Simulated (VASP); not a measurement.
The system is HgTe.

```
CELL_PARAMETERS angstrom
4.64260 0.00000 0.00000
-2.32130 4.02061 0.00000
0.00000 0.00000 7.62450
ATOMIC_POSITIONS crystal
Hg 0.33333 0.66667 0.00050
Hg 0.66667 0.33333 0.50050
Te 0.33333 0.66667 0.37450
Te 0.66667 0.33333 0.87450
```

Base run:

- Program: VASP 6.6.1
- Functional: PBEsol
- Potentials or basis: VASP PAW PBE potentials, release 64 (Hg, Te)
- Cutoff: 500 eV
- k mesh: 6 × 6 × 2, shifted
- Occupations: fermi-dirac, width 0.02 eV
- Spin: no spin polarisation

Its results: band gap on the k mesh 0.77 eV, direct; pressure -1.0 GPa; largest force 0.018 eV/Å.

Q: The run is repeated on the same cell with these changes: k mesh from 6 × 6 × 2, shifted to 6 × 6 × 2. What comes out?

A: Band gap on the k mesh zero (filled and empty bands touch); pressure -1.1 GPa; largest force 0.007 eV/Å.

Caveats: some runs use coarse meshes; the PAW data sets were made with another functional, which shifts forces and pressure a little; spin-orbit coupling is left out, which moves the levels of the heavy elements.

A k mesh can miss the band edges.
